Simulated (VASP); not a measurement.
Crystal: AlNi3.

```
Ni Al
1.0
     0.00000    2.78308    2.78308
     2.78308    0.00000    2.78308
     2.78308    2.78308    0.00000
Ni Al
3 1
Direct
  0.75000 0.75000 0.75000
  0.00000 0.00000 0.00000
  0.25000 0.25000 0.25000
  0.50000 0.50000 0.50000
```

Base run:

- Program: VASP 6.6.1
- Functional: PBEsol
- Potentials or basis: VASP PAW PBE potentials, release 64 (Ni, Al)
- Cutoff: 520 eV
- k mesh: 8 × 8 × 8
- Occupations: fermi-dirac, width 0.05 eV
- Spin: collinear spin, ferromagnetic start
- Starting moments: [1.0, 1.0, 1.0, 0.0] μB

Its results: pressure 3.5 GPa; net moment 0.00 μB per cell.

Question: The run is repeated on the same cell with these changes: functional from PBEsol to r2SCAN; further incar settings from ALGO = Normal; EDIFF = 1e-07; NBANDS = 28 to ALGO = Normal; EDIFF = 1e-06; NBANDS = 28. What comes out?

Answer: Pressure 4.4 GPa; net moment 0.00 μB per cell.

Caveats: the PAW data sets were made with another functional, which shifts forces and pressure a little.
